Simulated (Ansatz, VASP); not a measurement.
**Be2Te: VASP beside Ansatz**

```
CELL_PARAMETERS angstrom
0.00000 3.02942 3.02942
3.02942 0.00000 3.02942
3.02942 3.02942 0.00000
ATOMIC_POSITIONS crystal
Be 0.25000 0.25000 0.25000
Be 0.75000 0.75000 0.75000
Te 0.00000 0.00000 0.00000
```

Alike in both runs: functional PBE; k mesh 6 × 6 × 6; occupations gaussian, width 0.1 eV; no spin polarisation.

Ansatz relaxed the structure, and its values are those at the end. VASP's run is a single point on that final structure, the one shown.

|  | VASP | Ansatz |
| --- | --- | --- |
| version | VASP 6.6.1 | Ansatz 0.2.0 |
| potentials or method | VASP PAW PBE potentials, release 64 (Be, Te), cutoff 600 eV | scalar-relativistic, plane waves, PAW |
| valence electrons in the cell | 10 | 20 |

|  | VASP | Ansatz | Ansatz less VASP |
| --- | --- | --- | --- |
| gap on the k mesh at the Fermi level (eV) | none | none | - |
| pressure (GPa) | 0.4 | 0.3 | -0.07 |

A gap of «none» marks a metal or a gap that the smearing closes. VASP's potentials hold 10 valence electrons a cell and Ansatz's 20, so a difference there can come from the potentials and not from the codes.

Neither program's run includes spin-orbit coupling.
